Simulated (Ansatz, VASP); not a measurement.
# One calculation of Se, two programs

File INCAR:

```
PREC = Accurate
ENCUT = 520
EDIFF = 1E-6
ISMEAR = -1
SIGMA = 0.08
LREAL = F
LASPH = T
NELM = 100
ALGO = Normal
ISIF = 2
LWAVE = F
LCHARG = T
LELF = T
LVHAR = T
NBANDS = 9
```

File KPOINTS:

```
Automatic mesh
0
Gamma
  15 15 15
```

File POSCAR:

```
Se
1.0
   -1.3342402192      1.3342402192      1.3342402192
    1.3342402192     -1.3342402192      1.3342402192
    1.3342402192      1.3342402192     -1.3342402192
Se
1
Direct
    0.0000000000      0.0000000000      0.0000000000
```

Input for Ansatz:

```yaml
crystal:
  lattice:
    - [-1.3342402192, 1.3342402192, 1.3342402192]
    - [1.3342402192, -1.3342402192, 1.3342402192]
    - [1.3342402192, 1.3342402192, -1.3342402192]
  atoms:
    - { symbol: Se, position: [0.0, 0.0, 0.0] }
kpoints:
  mp_grid: { grid: [15, 15, 15] }
scf:
  occupations: { method: fermi_dirac, width: 0.08 }
hamiltonian:
  xc: lda
  pseudopotentials: { kind: paw }
output:
  forces: true
  stress: true
  eigenvalues: true
  populations: true
  write_density: true
  write_potential: true
  elf: true
  volumetric_format: npy
```

Change from the starting cell: volume scaled by 0.5, PAW files.

Alike in both runs: task single point; functional LDA; k mesh 15 × 15 × 15; occupations fermi-dirac, width 0.08 eV; no spin polarisation.

```csv
,VASP,Ansatz
version,VASP 6.6.1,Ansatz 0.2.0
potentials or method,"VASP PAW LDA potentials, release 64 (Se)","PAW with Ansatz's default frozen-core files, scalar-relativistic"
plane-wave cutoff (eV),520,420
valence electrons in the cell,6,16
```

|  | VASP | Ansatz | Ansatz less VASP |
| --- | --- | --- | --- |
| pressure (GPa) | 283.3 | 276.9 | -6.38 |

LDA's correlation is that of Perdew and Zunger in VASP and of Perdew and Wang (1992) in Ansatz. Both programs put the cell under a high pressure, so it lies far from rest at this level. VASP's potentials hold 6 valence electrons a cell and Ansatz's 16, so a difference there can come from the potentials and not from the codes.

Noted on VASP's run: the cell as given lies far from equilibrium.
